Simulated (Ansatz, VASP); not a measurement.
**One calculation of IrSe, two programs**

```xyz
2
Lattice="0.0000 2.7821 2.7821 2.7821 0.0000 2.7821 2.7821 2.7821 0.0000" Properties=species:S:1:pos:R:3 pbc="T T T"
Ir    0.0000    0.0000    0.0000
Se    1.3910    1.3910    1.3910
```

Alike in both runs: task single point; functional PBE; k mesh 10 × 10 × 10; occupations gaussian, width 0.05 eV; no spin polarisation.

```csv
,VASP,Ansatz
version,VASP 6.6.1,Ansatz 0.2.0
potentials or method,"VASP PAW PBE potentials, release 64 (Ir, Se), cutoff 520 eV","scalar-relativistic, plane waves, PAW"
valence electrons in the cell,15,33
```

```csv
,VASP,Ansatz,Ansatz less VASP
gap on the k mesh at the Fermi level (eV),none,none,-
pressure (GPa),0.3,0.0,-0.35
```

A gap of «none» marks a metal or a gap that the smearing closes. With one functional, cell and mesh, what is left measures potentials, basis and numerics. VASP's potentials hold 15 valence electrons a cell and Ansatz's 33, so a difference there can come from the potentials and not from the codes.

Neither program's run includes spin-orbit coupling.
